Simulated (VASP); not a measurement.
# Cr in VASP: a series of runs, part 2 of 2

VASP 6.6.1. The steps go on from the part before.

## Step 4: Single point, PBEsol (strain +0.025 along x and y, +0.025 along z)

Contents of INCAR:

```
  PREC = Accurate
  ENCUT = 520
  EDIFF = 1E-6
  ISMEAR = 0
  SIGMA = 0.15
  LREAL = False
  LASPH = True
  NELM = 100
  ALGO = Normal
  ISIF = 2
  LWAVE = False
  LCHARG = False
  GGA = PS
  NBANDS = 12
```

Contents of KPOINTS:

```
regular mesh
0
Gamma
  24 24 24
```

Contents of POSCAR:

```
Cr
1.0
   -1.4779987500      1.4779987500      1.4779987500
    1.4779987500     -1.4779987500      1.4779987500
    1.4779987500      1.4779987500     -1.4779987500
Cr
1
Direct
    0.0000000000      0.0000000000      0.0000000000
```

Potentials or basis: VASP PAW PBE potentials, release 64 (Cr_pv).

Command:

```console
cat potpaw_PBE.64/Cr_pv/POTCAR > POTCAR
mpirun -np 1 vasp_std > vasp.out
```

OUTCAR:

```text
PREC = Accurate
   ENCUT = 520
   EDIFF = 1E-6
   ISMEAR = 0
   LREAL = False
   LASPH = True
   NELM = 100
   ISIF = 2
   GGA = PS

 ion  position               nearest neighbor table
   1  0.000  0.000  0.000-

  LATTYP: Found a body centered cubic cell.
 ALAT       =     2.9559975000

  Lattice vectors:

 A1 = (  -1.4779987500,   1.4779987500,   1.4779987500)
 A2 = (   1.4779987500,  -1.4779987500,   1.4779987500)
 A3 = (   1.4779987500,   1.4779987500,  -1.4779987500)

Analysis of symmetry for initial positions (statically):
=====================================================================
 Subroutine PRICEL returns:
 Original cell was already a primitive cell.

 Routine SETGRP: Setting up the symmetry group for a
 body centered cubic supercell.

 Subroutine GETGRP returns: Found 48 space group operations
[... 9 lines left out ...]

 Routine SETGRP: Setting up the symmetry group for a
 body centered cubic supercell.

 Subroutine GETGRP returns: Found 48 space group operations
[... 11 lines left out ...]
                                     Primitive cell

  volume of cell :      12.9146

[... 135 lines left out ...]

 val. band max:        9.3114737300   @ k =  -0.2917   0.2917   0.2917
 cond. band min:       9.3146280243   @ k =   0.4167   0.0833   0.0417
 fundamental gap:      0.0031542943
 Fermi energy:         9.3121125117

 k-point     1 :       0.0000    0.0000    0.0000
  band No.  band energies     occupation
      1     -33.4118      2.00000
      2     -33.4118      2.00000
      3     -33.4118      2.00000
      4       1.8514      2.00000
      5       8.5310      2.00000
      6       8.5310      2.00000
      7       8.5310      2.00000
      8      10.2750      0.00000
      9      10.2750      0.00000
     10      16.3388      0.00000
     11      30.7324      0.00000
     12      30.7324      0.00000
[... 331 lines left out ...]
 k-point    24 :       0.4583    0.0417    0.0000
  band No.  band energies     occupation
      1     -34.0525      2.00000
      2     -33.6224      2.00000
      3     -33.4190      2.00000
      4       5.4258      2.00000
      5       7.2195      2.00000
      6       9.8379      0.00000
      7      10.2610      0.00000
      8      10.7108      0.00000
      9      11.8926      0.00000
     10      16.3335      0.00000
     11      18.0443      0.00000
     12      25.4898      0.00000

 [... further k-points ...]
[... 5 lines left out ...]
  --------------------------------------------------------------------------------------
  -------------------------------------------------------------------------------------
  Total       -2.4703210     -2.4703210     -2.4703210     -0.0000000     -0.0000000      0.0000000
  in kB     -306.4656358   -306.4656358   -306.4656358     -0.0000000     -0.0000000      0.0000000
  external PRESSURE =    -306.4656358 kB  Pullay stress =       0.0000000 kB

 VOLUME and BASIS-vectors are now :
 -----------------------------------------------------------------------------
  energy-cutoff  :      520.00
  volume of cell :       12.91
      direct lattice vectors                 reciprocal lattice vectors
    -1.477998750  1.477998750  1.477998750     0.000000000  0.338295279  0.338295279
     1.477998750 -1.477998750  1.477998750     0.338295279  0.000000000  0.338295279
     1.477998750  1.477998750 -1.477998750     0.338295279  0.338295279  0.000000000

 POSITION                                       TOTAL-FORCE (eV/Angst)
 -----------------------------------------------------------------------------------
      0.00000      0.00000      0.00000         0.000000      0.000000      0.000000
 -----------------------------------------------------------------------------------
    total drift:                                0.000000     -0.000000      0.000000

  FREE ENERGIE OF THE ION-ELECTRON SYSTEM (eV)
  ---------------------------------------------------
  free  energy   TOTEN  =       -10.0522527110 eV

  energy  without entropy=      -10.0442423291  energy(sigma->0) =      -10.04824752
```

stdout:

```text
POSCAR found type information on POSCAR Cr
 POSCAR found :  1 types and       1 ions
 scaLAPACK will be used
 -----------------------------------------------------------------------------
|                                                                             |
|                                                                             |
|     You enforced a specific xc type in the INCAR file but a different       |
|     I HOPE YOU KNOW WHAT YOU ARE DOING!                                     |
|                                                                             |
 -----------------------------------------------------------------------------

 LDA part: xc-table for (Slater+PW92), standard interpolation
 POSCAR, INCAR and KPOINTS ok, starting setup
 FFT: planning ... GRIDC
 FFT: planning ... GRID_SOFT
 FFT: planning ... GRID
 WAVECAR not read
 entering main loop
```

Run time: 65 s. Hardware: 1 thread of Intel Xeon Platinum 8375C at 2.90GHz (Ice Lake), shared host; peak memory 0.17 GiB.

Results:

| Quantity | Value |
| --- | --- |
| Free energy | -10.0523 eV |
| Pressure | -30.6 GPa |
| Band gap on the k mesh | zero (band 6 reaches 11.41 eV, above the bottom of band 7 at 8.53 eV) |

Caveat: the cell differs from its parent crystal (strain +0.025 along x and y, +0.025 along z); the PAW data sets were made with another functional, which shifts forces and pressure a little; the run has no spin polarisation, though such a crystal can be magnetic.

## Step 5: Single point, PBEsol (strain +0.050 along x and y, +0.050 along z)

Contents of INCAR:

```
SYSTEM = Cr
ALGO     = Fast           ! electronic algorithm
EDIFF    = 1E-7           ! SCF threshold, eV
ENCUT    = 520            ! plane-wave cutoff, eV
GGA      = PS             ! functional
ISIF     = 2              ! what is computed and relaxed
ISMEAR   = 0              ! smearing method
LASPH    = .TRUE.         ! aspherical terms in the spheres
LCHARG   = .FALSE.        ! write CHGCAR
LREAL    = .FALSE.        ! projectors in reciprocal space
LWAVE    = .FALSE.        ! write WAVECAR
NBANDS   = 12             ! bands
NELM     = 80             ! most SCF steps
PREC     = Accurate       ! precision mode
SIGMA    = 0.15           ! smearing width, eV
```

Contents of KPOINTS:

```
k-points
0
G
  24 24 24
  0 0 0
```

Contents of POSCAR:

```
Cr
1.0
   -1.5140475000      1.5140475000      1.5140475000
    1.5140475000     -1.5140475000      1.5140475000
    1.5140475000      1.5140475000     -1.5140475000
Cr
1
Direct
    0.0000000000      0.0000000000      0.0000000000
```

Command:

```console
cat potpaw_PBE.64/Cr_pv/POTCAR > POTCAR
mpirun -np 1 vasp_std > vasp.out
```

Run time: 84 s. Hardware: 1 thread of Intel Xeon Platinum 8375C at 2.90GHz (Ice Lake), shared host; peak memory 0.17 GiB.

The run converged. Its results:

```
Free energy            : -9.8406 eV
Pressure               : -38.8 GPa
Band gap on the k mesh : zero (band 6 reaches 10.31 eV, above the bottom of band 7 at 7.70 eV)
```

Levels at points of the mesh, in eV from the Fermi level:
```
           k point  band 4  band 5  band 6  band 7  band 8  band 9
(0.00, 0.00, 0.00)   -7.17   -0.70   -0.70   -0.70    0.88    0.88
(0.50, 0.00, 0.00)   -3.61   -1.90    0.78    0.86    1.12    2.20
(0.50, 0.50, 0.50)   -3.33   -3.33    1.90    1.90    1.90    7.01
```

Caveat: the cell differs from its parent crystal (strain +0.050 along x and y, +0.050 along z); the PAW data sets were made with another functional, which shifts forces and pressure a little; the run has no spin polarisation, though such a crystal can be magnetic. Spin polarisation is off, so any magnetic state and its effect on volume and gap are missing.

## Step 6: Single point, PBEsol (strain +0.000 along x and y, -0.050 along z)

Contents of INCAR:

```
SYSTEM = Cr
PREC = Accurate
ENCUT = 520
EDIFF = 1E-6
ISMEAR = 0
SIGMA = 0.15
LREAL = .FALSE.
LASPH = .TRUE.
NELM = 100
ALGO = Fast
ISIF = 2
LWAVE = .FALSE.
LCHARG = .FALSE.
GGA = PS
NBANDS = 12
```

Contents of KPOINTS:

```
regular mesh
0
G
  24 24 24
  0 0 0
```

Contents of POSCAR:

```
Cr
1.0
   -1.4419500000      1.4419500000      1.3698525000
    1.4419500000     -1.4419500000      1.3698525000
    1.4419500000      1.4419500000     -1.3698525000
Cr
1
Direct
    0.0000000000      0.0000000000      0.0000000000
```

Potentials or basis: VASP PAW PBE potentials, release 64 (Cr_pv).

Command:

```console
cat potpaw_PBE.64/Cr_pv/POTCAR > POTCAR
mpirun -np 1 vasp_std > vasp.out
```

Run time: 2.3 min. Hardware: 1 thread of Intel Xeon Platinum 8375C at 2.90GHz (Ice Lake), shared host; peak memory 0.24 GiB.

Results (log left out):

```yaml
Free_energy: -10.2186 eV
Pressure: -5.8 GPa
Band_gap_on_the_k_mesh: zero (band 6 reaches 13.51 eV, above the bottom of band 7 at 10.17 eV)
```

Stress tensor (GPa, compression positive):
```
-12.16   0.00   0.00
  0.00 -12.16   0.00
  0.00   0.00   6.80
```

Levels at points of the mesh, in eV from the Fermi level:
```csv
k point,band 4,band 5,band 6,band 7,band 8,band 9
"(0.00, 0.00, 0.00)",-7.94,-1.22,-0.77,-0.77,0.87,1.34
"(0.50, 0.00, 0.00)",-4.55,-2.68,1.15,1.31,1.70,2.92
"(0.50, 0.50, 0.00)",-4.49,-2.16,0.82,0.82,1.33,2.87
"(0.50, 0.50, 0.50)",-4.52,-4.35,2.48,2.48,2.58,7.09
```

Caveat: the cell differs from its parent crystal (strain +0.000 along x and y, -0.050 along z); the PAW data sets were made with another functional, which shifts forces and pressure a little; the run has no spin polarisation, though such a crystal can be magnetic.

## Step 7: The runs side by side

```csv
cell,gap on the mesh (eV),pressure (GPa)
"a = 2.373 Å, angles 109.5°, 1 atom",none,26.4
"a = 2.435 Å, angles 109.5°, 1 atom",none,0.2
"a = 2.560 Å, angles 109.5°, 1 atom",none,-30.6
"a = 2.622 Å, angles 109.5°, 1 atom",none,-38.8
"a = 2.457 Å, angles 108.1, 108.1, 112.2°, 1 atom",none,-5.8
```

Alike in all rows: task single point; level PBEsol; potentials or basis VASP PAW PBE potentials, release 64 (Cr_pv); no spin polarisation; k mesh 24 × 24 × 24; cutoff (eV) 520; smearing gaussian 0.15 eV.

Caveats: the PAW data sets were made with another functional, which shifts forces and pressure a little; the run has no spin polarisation, though such a crystal can be magnetic.

Absolute energies hang on the potentials; compare differences alone.
